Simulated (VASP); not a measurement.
# Al3Cu (P4mm) in VASP: notebook

Al3Cu is run at these levels: PBEsol; tasks: single point.

Everything below comes from runs of VASP 6.6.1. Logs are shortened: lines on timing, memory, paths and dates and some standing lists are left out, and cuts for length are marked.

**1. The cell of the first run**

The structure is tetragonal, space group P4mm (No. 99). Conventional cell: a = 3.924 Å, b = 3.924 Å, c = 3.924 Å, α = 90.00°, β = 90.00°, γ = 90.00°. Al (site symmetry 2mm) has 8 Al at 2.62 to 2.94 Å and 4 Cu at 2.77 Å within 3.5 Å. Within 3.5 Å of Al (site symmetry 4mm) lie 8 Al at 2.62 to 2.94 Å and 4 Cu at 2.78 Å. Cu (site symmetry 4mm) has 12 Al at 2.77 to 2.78 Å within 3.7 Å.

**2. Single point, PBEsol (one atom moved)**

Input file INCAR:

```
ALGO = Fast
EDIFF = 1E-7
ENCUT = 520
GGA = PS
ISIF = 2
ISMEAR = 0
LASPH = True
LCHARG = False
LREAL = False
LWAVE = False
NBANDS = 18
NELM = 80
PREC = Accurate
SIGMA = 0.1
```

Input file KPOINTS:

```
k-points
0
Gamma
  10 10 10
```

Input file POSCAR:

```
Al3Cu
1.0
    3.9241510000      0.0000000000      0.0000000000
    0.0000000000      3.9241510000      0.0000000000
    0.0000000000      0.0000000000      3.9241510000
Al Cu
3 1
Direct
    0.0000000000      0.5000000000      0.5000000000
    0.5000000000      0.0000000000      0.5000000000
    0.5000000000      0.5000000000      0.0573372431
    0.0000000000      0.0000000000      0.0000000000
```

Potentials or basis: VASP PAW PBE potentials, release 64 (Al, Cu).

Launch:

```
cat potpaw_PBE.64/Al/POTCAR potpaw_PBE.64/Cu/POTCAR > POTCAR
mpirun -np 1 vasp_std > vasp.out
```

OUTCAR:

```text
EDIFF = 1E-7
   ENCUT = 520
   GGA = PS
   ISIF = 2
   ISMEAR = 0
   LASPH = True
   LREAL = False
   NELM = 80
   PREC = Accurate

 ion  position               nearest neighbor table
   1  0.000  0.500  0.500-   3 2.62   3 2.62   4 2.77   4 2.77   2 2.77   4 2.77   4 2.77   2 2.77
                             2 2.77   2 2.77   3 2.94   3 2.94
   2  0.500  0.000  0.500-   3 2.62   3 2.62   4 2.77   4 2.77   1 2.77   1 2.77   1 2.77   4 2.77
                             4 2.77   1 2.77   3 2.94   3 2.94
   3  0.500  0.500  0.057-   1 2.62   2 2.62   2 2.62   1 2.62   4 2.78   4 2.78   4 2.78   4 2.78
                             1 2.94   2 2.94   1 2.94   2 2.94
   4  0.000  0.000  0.000-   1 2.77   2 2.77   1 2.77   2 2.77   1 2.77   1 2.77   2 2.77   2 2.77
                             3 2.78   3 2.78   3 2.78   3 2.78

  LATTYP: Found a simple cubic cell.
 ALAT       =     3.9241510000

  Lattice vectors:

 A1 = (   3.9241510000,   0.0000000000,   0.0000000000)
 A2 = (   0.0000000000,   3.9241510000,   0.0000000000)
 A3 = (   0.0000000000,   0.0000000000,   3.9241510000)

Analysis of symmetry for initial positions (statically):
=====================================================================
 Subroutine PRICEL returns:
 Original cell was already a primitive cell.

 Routine SETGRP: Setting up the symmetry group for a
 simple cubic supercell.

 Subroutine GETGRP returns: Found  8 space group operations
 (whereof  8 operations were pure point group operations)
 out of a pool of 48 trial point group operations.

The static configuration has the point symmetry C_4v.

Analysis of symmetry for dynamics (positions and initial velocities):
=====================================================================
 Subroutine PRICEL returns:
 Original cell was already a primitive cell.

 Routine SETGRP: Setting up the symmetry group for a
 simple cubic supercell.

 Subroutine GETGRP returns: Found  8 space group operations
 (whereof  8 operations were pure point group operations)
 out of a pool of 48 trial point group operations.

The dynamic configuration has the point symmetry C_4v.

 Subroutine INISYM returns: Found  8 space group operations
 (whereof  8 operations are pure point group operations),
 and found     1 'primitive' translations

----------------------------------------------------------------------------------------

                                     Primitive cell

  volume of cell :      60.4278

  direct lattice vectors                    reciprocal lattice vectors
     3.924151000  0.000000000  0.000000000     0.254832192  0.000000000  0.000000000
     0.000000000  3.924151000  0.000000000     0.000000000  0.254832192  0.000000000
     0.000000000  0.000000000  3.924151000     0.000000000  0.000000000  0.254832192

  length of vectors
     3.924151000  3.924151000  3.924151000     0.254832192  0.254832192  0.254832192

  position of ions in fractional coordinates (direct lattice)
     0.000000000  0.500000000  0.500000000
     0.500000000  0.000000000  0.500000000
     0.500000000  0.500000000  0.057337243
     0.000000000  0.000000000  0.000000000

  ion indices of the primitive-cell ions
   primitive index   ion index
                 1           1
                 2           2
                 3           3
                 4           4

----------------------------------------------------------------------------------------

 KPOINTS: k-points

Automatic generation of k-mesh.
 Grid dimensions read from file:
 generate k-points for:   10   10   10

 Generating k-lattice:

  Cartesian coordinates                     Fractional coordinates (reciprocal lattice)
     0.025483219  0.000000000  0.000000000     0.100000000  0.000000000  0.000000000
     0.000000000  0.025483219  0.000000000     0.000000000  0.100000000  0.000000000
     0.000000000  0.000000000  0.025483219     0.000000000  0.000000000  0.100000000

  Length of vectors
     0.025483219  0.025483219  0.025483219

  Shift w.r.t. Gamma in fractional coordinates (k-lattice)
     0.000000000  0.000000000  0.000000000

 Subroutine IBZKPT returns following result:
 ===========================================

 Found    126 irreducible k-points:

 Following reciprocal coordinates:
            Coordinates               Weight
  0.000000  0.000000  0.000000      1.000000
  0.100000  0.000000  0.000000      4.000000
  0.000000  0.000000  0.100000      2.000000
  0.200000  0.000000  0.000000      4.000000
  0.000000  0.000000  0.200000      2.000000
  0.300000  0.000000  0.000000      4.000000
[... 16 lines left out ...]
  0.500000  0.100000  0.000000      4.000000
  0.000000  0.500000  0.100000      4.000000
 [... further k-points ...]
   k-points           NKPTS =    126   k-points in BZ     NKDIM =    126   number of bands    NBANDS=     18
   number of dos      NEDOS =    301   number of ions     NIONS =      4
   total plane-waves  NPLWV =  27000
   dimension x,y,z NGX =    30 NGY =   30 NGZ =   30
   dimension x,y,z NGXF=    60 NGYF=   60 NGZF=   60
   ions per type =               3   1
   NGX,Y,Z   is equivalent  to a cutoff of  12.71, 12.71, 12.71 a.u.
   NGXF,Y,Z  is equivalent  to a cutoff of  25.42, 25.42, 25.42 a.u.
 SYSTEM =  unknown system
   PREC   = accura    normal or accurate (medium, high low for compatibility)
   ISTART =      0    job   : 0-new  1-cont  2-samecut
   ICHARG =      2    charge: 1-file 2-atom 10-const
   ISPIN  =      1    spin polarized calculation?
   LNONCOLLINEAR =      F non collinear calculations
   LSORBIT =      F    spin-orbit coupling
   LASPH  =      T    aspherical Exc in radial PAW
   ENCUT  =  520.0 eV  38.22 Ry    6.18 a.u.   7.30  7.30  7.30*2*pi/ulx,y,z
   NELM   =     80;   NELMIN=  2; NELMDL= -5     # of ELM steps
   EDIFF  = 0.1E-06   stopping-criterion for ELM
   LREAL  =      F    real-space projection
   EDIFFG = 0.1E-05   stopping-criterion for IOM
   NSW    =      0    number of steps for IOM
   IBRION =     -1    ionic relax: 0-MD 1-quasi-New 2-CG
   NFREE  =      0    steps in history (QN), initial steepest desc. (CG)
   ISIF   =      2    stress and relaxation
   ISYM   =      2    0-nonsym 1-usesym 2-fastsym
   POTIM  = 0.5000    time-step for ionic-motion
   TEBEG  =    0.0;   TEEND  =   0.0 temperature during run
   PSTRESS=    0.0 pullay stress
   NELECT =      20.0000    total number of electrons
   NUPDOWN=      -1.0000    fix difference up-down
   EMIN   =  10.00;   EMAX   =-10.00  energy-range for DOS
   EFERMI =   0.00;   METHOD = LEGACY
   ISMEAR =     0;   SIGMA  =   0.10  broadening in eV -4-tet -1-fermi 0-gaus
   EFERMI_NEDOS =   21; number of points for ismear=-14 and -15
   IALGO  =     68    algorithm
   IMIX   =      4    mixing-type and parameters
     AMIX     =   0.40;   BMIX     =  1.00
     AMIX_MAG =   1.60;   BMIX_MAG =  1.00
  volume/ion in A,a.u.               =      15.11       101.95
  Fermi-wavevector in a.u.,A,eV,Ry     =   1.132415  2.139955 17.447632  1.282365
  Thomas-Fermi vector in A             =   2.269116
   LORBIT       =      0    0 simple, 1 ext, 2 COOP (PROOUT), +10 PAW based schemes
   GGA     = PS    functional components
   LHFCALC =     F    Hartree Fock is set to
   AEXX    =    0.0000 exact exchange contribution
   IVDW    =     0    specifies the selected vdW correction
   LEPSILON=     F    determine dielectric tensor
   LRPA    =     F    only Hartree local field effects (RPA)
 non-spin polarized calculation
 RMM-DIIS sequential band-by-band and
 Gauss-broadening in eV      SIGMA  =   0.10
  energy-cutoff  :      520.00
  volume of cell :       60.43
 maximum number of plane-waves:      1650
 NGX is ok and might be reduce to    30
   NGX = 15   NGY = 15   NGZ = 15

 number of electron      20.0000021 magnetization

 Free energy of the ion-electron system (eV)
  ---------------------------------------------------
  ext. energy  EPLUGINS =         0.00000000
  ---------------------------------------------------
  free energy    TOTEN  =       -16.54158277 eV

  energy without entropy =      -16.53657875  energy(sigma->0) =      -16.53908076

 E-fermi :   8.1491     XC(G=0): -10.8239

 val. band max:        8.1314498003   @ k =   0.1000   0.0000   0.5000
 cond. band min:       8.1718219151   @ k =   0.1000   0.1000   0.0000
 fundamental gap:      0.0403721148
 Fermi energy:         8.1491355138

 k-point     1 :       0.0000    0.0000    0.0000
  band No.  band energies     occupation
      1      -2.9886      2.00000
      2       3.9029      2.00000
      3       3.9047      2.00000
      4       4.6045      2.00000
      5       4.6045      2.00000
      6       4.6220      2.00000
[... 10 lines left out ...]
     17      15.0724      0.00000
     18      15.0803      0.00000

 k-point     2 :       0.1000    0.0000    0.0000
  band No.  band energies     occupation
      1      -2.8923      2.00000
      2       3.6872      2.00000
      3       3.9260      2.00000
      4       4.5436      2.00000
      5       4.5550      2.00000
      6       4.6138      2.00000
[... 10 lines left out ...]
     17      15.0948      0.00000
     18      15.2500      0.00000

 k-point     3 :       0.0000    0.0000    0.1000
  band No.  band energies     occupation
      1      -2.8933      2.00000
      2       3.7043      2.00000
      3       3.9248      2.00000
      4       4.5418      2.00000
      5       4.5418      2.00000
      6       4.6251      2.00000
[... 10 lines left out ...]
     17      15.0819      0.00000
     18      15.1413      0.00000

 k-point     4 :       0.2000    0.0000    0.0000
  band No.  band energies     occupation
      1      -2.6044      2.00000
      2       2.7925      2.00000
      3       3.9837      2.00000
      4       4.4316      2.00000
      5       4.4348      2.00000
      6       4.6212      2.00000
[... 375 lines left out ...]
      4       4.1984      2.00000
      5       4.2457      2.00000
      6       4.6226      2.00000
[... 10 lines left out ...]
     17      15.4193      0.00000
     18      16.0401      0.00000

 k-point    23 :       0.5000    0.1000    0.0000
  band No.  band energies     occupation
      1      -0.7684      2.00000
      2      -0.2381      2.00000
      3       4.1298      2.00000
      4       4.1406      2.00000
      5       4.2491      2.00000
      6       4.6137      2.00000
[... 10 lines left out ...]
     17      16.3205      0.00000
     18      16.5463      0.00000

 k-point    24 :       0.0000    0.5000    0.1000
  band No.  band energies     occupation
      1      -0.7704      2.00000
      2      -0.2386      2.00000
      3       4.1316      2.00000
      4       4.1515      2.00000
      5       4.2448      2.00000
      6       4.6131      2.00000
[... 10 lines left out ...]
     17      16.4099      0.00000
     18      16.5975      0.00000

 [... further k-points ...]

------------------------ aborting loop because EDIFF is reached ----------------------------------------

  FORCE on cell =-STRESS in cart. coord.  units (eV):
  Direction    XX          YY          ZZ          XY          YZ          ZX
  --------------------------------------------------------------------------------------
  -------------------------------------------------------------------------------------
  Total       -0.3710301     -0.3710301     -0.1850937      0.0000000      0.0000000     -0.0000000
  in kB       -9.8374526     -9.8374526     -4.9075536      0.0000000      0.0000000     -0.0000000
  external PRESSURE =      -8.1941529 kB  Pullay stress =       0.0000000 kB

 VOLUME and BASIS-vectors are now :
 -----------------------------------------------------------------------------
  energy-cutoff  :      520.00
  volume of cell :       60.43
      direct lattice vectors                 reciprocal lattice vectors
     3.924151000  0.000000000  0.000000000     0.254832192  0.000000000  0.000000000
     0.000000000  3.924151000  0.000000000     0.000000000  0.254832192  0.000000000
     0.000000000  0.000000000  3.924151000     0.000000000  0.000000000  0.254832192

 POSITION                                       TOTAL-FORCE (eV/Angst)
 -----------------------------------------------------------------------------------
      0.00000      1.96208      1.96208         0.000000     -0.000000      0.804111
      1.96208      0.00000      1.96208         0.000000      0.000000      0.804111
      1.96208      1.96208      0.22500         0.000000     -0.000000     -1.545635
      0.00000      0.00000      0.00000         0.000000      0.000000     -0.062587
 -----------------------------------------------------------------------------------
    total drift:                               -0.000000      0.000000     -0.000087

  FREE ENERGIE OF THE ION-ELECTRON SYSTEM (eV)
  ---------------------------------------------------
  free  energy   TOTEN  =       -16.5415827685 eV

  energy  without entropy=      -16.5365787519  energy(sigma->0) =      -16.53908076
```

Wall time 87 s (1 thread of Intel Xeon 6975P-C (Granite Rapids), shared host); peak memory 0.25 GiB.

Results:

* Free energy: -16.5416 eV
* Pressure: -0.8 GPa
* Largest force: 1.546 eV/Å
* Band gap on the k mesh: zero (bands 10 and 11 overlap by 3.35 eV)

Forces in eV/Å, atoms in the order of the input:
```
Al   0.000  0.000  0.804
Al   0.000  0.000  0.804
Al   0.000  0.000 -1.546
Cu   0.000  0.000 -0.063
```

Caveat: the cell differs from its parent crystal (one atom moved); the PAW data sets were made with another functional, which shifts forces and pressure a little.

**3. Single point, PBEsol (strained and its atoms moved)**

Input file INCAR:

```
  PREC = Accurate
  ENCUT = 520
  EDIFF = 1E-6
  ISMEAR = 0
  SIGMA = 0.1
  LREAL = False
  LASPH = True
  NELM = 80
  ALGO = Normal
  ISIF = 2
  LWAVE = False
  LCHARG = False
  GGA = PS
  NBANDS = 18
```

Input file KPOINTS:

```
Automatic mesh
0
Gamma
  10 8 10
```

Input file POSCAR:

```
Al3Cu
1.0
    3.9968655180      0.0000000000      0.0000000000
    0.0000000000      4.3500391080      0.0000000000
    0.0000000000      0.0000000000      3.9968655180
Al Cu
3 1
Direct
    0.0000000000      0.4950613347      0.5000000000
    0.5000000000      0.0254028580      0.5000000000
    0.5000000000      0.4950613347      0.0000000000
    0.0000000000     -0.0155255273      0.0000000000
```

Potentials or basis: VASP PAW PBE potentials, release 64 (Al, Cu).

Launch:

```
cat potpaw_PBE.64/Al/POTCAR potpaw_PBE.64/Cu/POTCAR > POTCAR
mpirun -np 1 vasp_std > vasp.out
```

OUTCAR:

```text
PREC = Accurate
   ENCUT = 520
   EDIFF = 1E-6
   ISMEAR = 0
   LREAL = False
   LASPH = True
   NELM = 80
   ISIF = 2
   GGA = PS

 ion  position               nearest neighbor table
   1  0.000  0.495  0.500-   3 2.83   3 2.83   3 2.83   3 2.83   2 2.86   2 2.86   4 2.92   4 2.92
                             4 2.99   4 2.99   2 3.05   2 3.05
   2  0.500  0.025  0.500-   4 2.83   4 2.83   4 2.83   4 2.83   3 2.86   1 2.86   1 2.86   3 2.86
                             1 3.05   3 3.05   3 3.05   1 3.05
   3  0.500  0.495  0.000-   1 2.83   1 2.83   1 2.83   1 2.83   2 2.86   2 2.86   4 2.92   4 2.92
[... 711 lines left out ...]
  -------------------------------------------------------------------------------------
  Total       -4.0200589     -5.8549922     -4.0200589      0.0000000     -0.0000000      0.0000000
  in kB      -92.6852799   -134.9909544    -92.6852799      0.0000000     -0.0000000      0.0000000
  external PRESSURE =    -106.7871714 kB  Pullay stress =       0.0000000 kB

 VOLUME and BASIS-vectors are now :
 -----------------------------------------------------------------------------
  energy-cutoff  :      520.00
  volume of cell :       69.49
      direct lattice vectors                 reciprocal lattice vectors
     3.996865518  0.000000000  0.000000000     0.250196059  0.000000000  0.000000000
     0.000000000  4.350039108  0.000000000     0.000000000  0.229882991  0.000000000
     0.000000000  0.000000000  3.996865518     0.000000000  0.000000000  0.250196059

 POSITION                                       TOTAL-FORCE (eV/Angst)
 -----------------------------------------------------------------------------------
      0.00000      2.15354      1.99843         0.000000      0.227623     -0.000000
      1.99843      0.11050      1.99843         0.000000     -0.344360     -0.000000
      1.99843      2.15354      0.00000         0.000000      0.227623     -0.000000
      0.00000      4.28250      0.00000         0.000000     -0.110887      0.000000
 -----------------------------------------------------------------------------------
    total drift:                                0.000000     -0.000014      0.000000

  FREE ENERGIE OF THE ION-ELECTRON SYSTEM (eV)
  ---------------------------------------------------
  free  energy   TOTEN  =       -16.2199271742 eV

  energy  without entropy=      -16.2112186308  energy(sigma->0) =      -16.21557290
```

stdout:

```text
POSCAR found type information on POSCAR AlCu
 POSCAR found :  2 types and       4 ions
 scaLAPACK will be used
 -----------------------------------------------------------------------------
|                                                                             |
|                                                                             |
|     You enforced a specific xc type in the INCAR file but a different       |
|     I HOPE YOU KNOW WHAT YOU ARE DOING!                                     |
|                                                                             |
 -----------------------------------------------------------------------------

 LDA part: xc-table for (Slater+PW92), standard interpolation
 POSCAR, INCAR and KPOINTS ok, starting setup
 FFT: planning ... GRIDC
 FFT: planning ... GRID_SOFT
 FFT: planning ... GRID
 WAVECAR not read
 entering main loop
```

Run time: 2.6 min. Hardware: 1 thread of Intel Xeon 8259CL, shared host; peak memory 0.26 GiB.

What came out:

```
Free energy            : -16.2199 eV
Pressure               : -10.7 GPa
Largest force          : 0.344 eV/Å
Band gap on the k mesh : zero (bands 10 and 11 overlap by 3.63 eV)
```

Forces in eV/Å, atoms in the order of the input:
```
Al   0.000  0.228  0.000
Al   0.000 -0.344  0.000
Al   0.000  0.228  0.000
Cu   0.000 -0.111  0.000
```

Stress tensor (GPa, compression positive):
```
 -9.27   0.00   0.00
  0.00 -13.50   0.00
  0.00   0.00  -9.27
```

Caveat: the cell differs from its parent crystal (strained and its atoms moved); the cell stands under tension; the PAW data sets were made with another functional, which shifts forces and pressure a little.
